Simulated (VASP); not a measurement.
Wanted: the native input for a VASP 6.6.1 run.

| Item | Value |
| --- | --- |
| Task | single point |
| Functional | PBE |
| Potentials or basis | VASP PAW PBE potentials, release 64 (Ir, O) |
| Cutoff | 520 eV |
| k mesh | 12 × 12 × 12 |
| Occupations | fermi-dirac, width 0.0612256 eV |
| Spin | no spin polarisation |
| Dipole correction | no |
| Further INCAR settings | ALGO = Normal; EDIFF = 1e-06; NBANDS = 47 |

The structure of Ir2O3 lies in POSCAR:

```
Ir2O3
1.0
    4.9013226399      0.0000000000      0.0000000000
    0.0000000000      4.9013226399      0.0000000000
    0.0000000000      0.0000000000      4.9013226399
Ir O
4 6
Direct
    0.2500000000      0.2500000000      0.2500000000
    0.7500000000      0.7500000000      0.2500000000
    0.7500000000      0.2500000000      0.7500000000
    0.2500000000      0.7500000000      0.7500000000
    0.5000000000      0.0000000000      0.0000000000
    0.0000000000      0.5000000000      0.0000000000
    0.0000000000      0.0000000000      0.5000000000
    0.5000000000      0.5000000000      0.0000000000
    0.5000000000      0.0000000000      0.5000000000
    0.0000000000      0.5000000000      0.5000000000
```

These files were run (other wordings do the same):

INCAR

```
SYSTEM = Ir2O3
PREC = Accurate ; ENCUT = 520
EDIFF = 1E-6 ; ISMEAR = -1
SIGMA = 0.06122561905347299 ; LREAL = .False.
LASPH = .True. ; NELM = 100
ALGO = Normal ; ISIF = 2
LWAVE = .False. ; LCHARG = .True.
GGA = PE ; LELF = .True.
LVHAR = .True. ; NBANDS = 47
```

KPOINTS

```
Automatic mesh
0
Gamma
  12 12 12
  0 0 0
```

Potentials or basis: VASP PAW PBE potentials, release 64 (Ir, O).

Command:

```bash
$ cat potpaw_PBE.64/Ir/POTCAR potpaw_PBE.64/O/POTCAR > POTCAR
$ mpirun -np 1 vasp_std > vasp.out
```

Results of the run:

The pressure is -11.9 GPa.

Wall time 5.6 min on 1 thread of Intel Xeon 6975P-C, with other jobs on the host, peak memory 0.44 GiB.
